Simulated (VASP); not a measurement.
# I (Cmce) in VASP: a series of runs, part 2 of 2

VASP 6.6.1. The steps go on from the part before.

### Step 3. Relaxation of shape and atoms at fixed volume, PBEsol (volume scaled by 0.94)

INCAR

```
ALGO = Normal
EDIFF = 1E-7
EDIFFG = -0.01
ENCUT = 600
GGA = PS
IBRION = 2
ISIF = 4
ISMEAR = 0
LASPH = True
LCHARG = False
LREAL = False
LWAVE = False
NELM = 60
NSW = 50
PREC = Accurate
SIGMA = 0.02
```

KPOINTS

```
k-points
0
Gamma
  8 8 4
```

POSCAR

```
I
1.0
    3.6388449247     -2.1552273790      0.0000000000
    3.6388449247      2.1552273790      0.0000000000
    0.0000000000      0.0000000000      9.5175008341
I
4
Direct
    0.8249477206      0.1750522794      0.8771164257
    0.3249477206      0.6750522794      0.6228835743
    0.1750522794      0.8249477206      0.1228835743
    0.6750522794      0.3249477206      0.3771164257
```

Potentials or basis: VASP PAW PBE potentials, release 64 (I).

Started as:

```bash
$ cat potpaw_PBE.64/I/POTCAR > POTCAR
$ mpirun -np 1 vasp_std > vasp.out
```

OUTCAR:

```text
EDIFF = 1E-7
   EDIFFG = -0.01
   ENCUT = 600
   GGA = PS
   IBRION = 2
   ISIF = 4
   ISMEAR = 0
   LASPH = True
   LREAL = False
   NELM = 60
   NSW = 50
   PREC = Accurate

 ion  position               nearest neighbor table
   1  0.825  0.175  0.877-   3 2.78   2 3.24   2 3.24
   2  0.325  0.675  0.623-   4 2.78   1 3.24   1 3.24
   3  0.175  0.825  0.123-   1 2.78   4 3.24   4 3.24
   4  0.675  0.325  0.377-   2 2.78   3 3.24   3 3.24

  LATTYP: Found a base centered orthorhombic cell.
 ALAT       =     4.3104547580
 B/A-ratio  =     1.6883809848
 C/A-ratio  =     2.2080038809

  Lattice vectors:

 A1 = (  -3.6388449247,  -2.1552273790,   0.0000000000)
 A2 = (   3.6388449247,  -2.1552273790,   0.0000000000)
 A3 = (   0.0000000000,   0.0000000000,   9.5175008341)

[... 334 lines left out ...]
 number of electron      28.0000000 magnetization

 Free energy of the ion-electron system (eV)
  ---------------------------------------------------
  ext. energy  EPLUGINS =         0.00000000
  ---------------------------------------------------
  free energy    TOTEN  =        -7.00346146 eV

  energy without entropy =       -7.00346146  energy(sigma->0) =       -7.00346146

 E-fermi :   4.0591     XC(G=0):  -8.8315

 val. band max:        3.9184742215   @ k =   0.0000   0.0000   0.0000
 cond. band min:       4.6314838431   @ k =   0.5000   0.3750   0.0000
 fundamental gap:      0.7130096216
 Fermi energy:         4.0590786210

 k-point     1 :       0.0000    0.0000    0.0000
  band No.  band energies     occupation
      1     -10.1177      2.00000
      2      -9.1924      2.00000
      3      -8.5582      2.00000
      4      -6.8915      2.00000
      5      -1.1068      2.00000
      6       0.8093      2.00000
[... 481 lines left out ...]
      5      -0.9822      2.00000
      6      -0.3712      2.00000
[... 10 lines left out ...]
     17       9.5302      0.00000
     18       9.6224      0.00000

 [... further k-points ...]
[... 5 lines left out ...]
  --------------------------------------------------------------------------------------
  -------------------------------------------------------------------------------------
  Total        0.6678268      0.7093156      0.6414477      0.0000000      0.0000000      0.0000000
  in kB        7.1674530      7.6127321      6.8843391      0.0000000      0.0000000      0.0000000
  external PRESSURE =       7.2215081 kB  Pullay stress =       0.0000000 kB
[... 19 lines left out ...]
  FREE ENERGIE OF THE ION-ELECTRON SYSTEM (eV)
  ---------------------------------------------------
  free  energy   TOTEN  =        -7.0034614606 eV

  energy  without entropy=       -7.0034614606  energy(sigma->0) =       -7.00346146

 reached required accuracy - stopping structural energy minimisation
```

CONTCAR:

```text
I
   1.00000000000000
     3.5963716966831445   -2.1613211159131729   -0.0000000000000000
     3.5963716966831445    2.1613211159131729    0.0000000000000000
     0.0000000000000000    0.0000000000000000    9.6027516964545985
  I
     4
Direct
     0.8236062777945033    0.1763937222054966    0.8771157081519075
     0.3236062777945034    0.6763937222054967    0.6228842918480925
     0.1763937222054966    0.8236062777945033    0.1228842918480924
     0.6763937222054967    0.3236062777945034    0.3771157081519075

  0.00000000E+00  0.00000000E+00  0.00000000E+00
  0.00000000E+00  0.00000000E+00  0.00000000E+00
  0.00000000E+00  0.00000000E+00  0.00000000E+00
  0.00000000E+00  0.00000000E+00  0.00000000E+00
```

Run time: 17 min. Hardware: 1 thread of Oxide Virtual Turin-like, shared host; peak memory 0.38 GiB.

Results:

| Quantity | Value |
| --- | --- |
| Free energy | -7.0035 eV |
| Energy gained by relaxing | 2.3 meV/atom |
| Ionic steps | 5 |
| Pressure after relaxing | 0.7 GPa |
| Largest force after relaxing | 0.005 eV/Å |
| Band gap on the k mesh | 0.71 eV, indirect (least direct gap 1.07 eV) |

Forces on the atoms (eV/Å):
```
I    0.000  0.005 -0.003
I    0.000  0.005  0.003
I    0.000 -0.005  0.003
I    0.000 -0.005 -0.003
```

Step by step:
```tsv
step	energy change (eV)	largest force (eV/Å)	pressure (GPa)	volume (Å³)
1	0.0000	0.1252	1.37	149.28
2	-0.0090	0.0321	0.75	149.28
3	-0.0090	0.0333	0.74	149.28
4	-0.0092	0.0180	0.73	149.28
5	-0.0093	0.0055	0.72	149.28
```

Final structure:
```
I
1.0
     3.59637   -2.16132    0.00000
     3.59637    2.16132    0.00000
     0.00000    0.00000    9.60275
I
4
Direct
  0.82361 0.17639 0.87712
  0.32361 0.67639 0.62288
  0.17639 0.82361 0.12288
  0.67639 0.32361 0.37712
```

Levels at points of the mesh, in eV from the valence-band top:
```
           k point  band 12  band 13  band 14  band 15  band 16  band 17
(0.00, 0.00, 0.00)    -0.93    -0.44     0.00     1.10     2.00     4.42
(0.50, 0.00, 0.00)    -1.73    -0.98    -0.98     2.22     2.22     4.83
(0.50, 0.50, 0.00)    -1.74    -1.27    -0.68     0.84     1.63     4.21
(0.00, 0.00, 0.50)    -0.74    -0.16    -0.16     1.18     1.18     5.27
(0.50, 0.00, 0.50)    -1.21    -0.04    -0.04     1.07     1.07     5.33
(0.50, 0.50, 0.50)    -1.55    -1.17    -1.17     0.90     0.90     5.24
```

Caveat: the cell differs from its parent crystal (volume scaled by 0.94); the PAW data sets were made with another functional, which shifts forces and pressure a little; spin-orbit coupling is left out, which moves the levels of the heavy elements.
